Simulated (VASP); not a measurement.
A run of VASP 6.6.1 is set up as follows.

INCAR

```
SYSTEM = Ir
PREC     = Accurate       ! precision mode
ENCUT    = 520            ! plane-wave cutoff, eV
EDIFF    = 1E-6           ! SCF threshold, eV
ISMEAR   = 0              ! smearing method
SIGMA    = 0.15           ! smearing width, eV
LREAL    = .FALSE.        ! projectors in reciprocal space
LASPH    = .TRUE.         ! aspherical terms in the spheres
NELM     = 100            ! most SCF steps
ALGO     = Fast           ! electronic algorithm
ISIF     = 2              ! what is computed and relaxed
LWAVE    = .FALSE.        ! write WAVECAR
LCHARG   = .FALSE.        ! write CHGCAR
NBANDS   = 16             ! bands
```

The input KPOINTS:

```
regular mesh
0
G
  16 16 12
  0 0 0
```

The input POSCAR:

```
Ir
1.0
    0.0000000000     -1.9054060557     -1.9054060557
    0.0000000000      1.9054060557     -1.9054060557
    3.8108121114      0.0000000000      0.0000000000
Ir
2
Direct
    0.5100765923      0.4899234077      0.5000000000
   -0.0100765923      0.0100765923      0.0000000000
```

Potentials or basis: VASP PAW LDA potentials, release 64 (Ir).

The run is started by

```console
$ cat potpaw_LDA.64/Ir/POTCAR > POTCAR
$ mpirun -np 1 vasp_std > vasp.out
```

Q: Predict the largest force.

A: 0.645 eV/Å.

Q: Predict the band gap on the k mesh.

A: Zero (bands 9 and 10 overlap by 3.47 eV).

Forces in eV/Å, atoms in the order of the input:
```
Ir   0.000  0.645  0.000
Ir   0.000 -0.645  0.000
```

Caveat: the cell differs from its parent crystal (atoms displaced along a vibrational mode); spin-orbit coupling is left out, which moves the levels of the heavy elements.
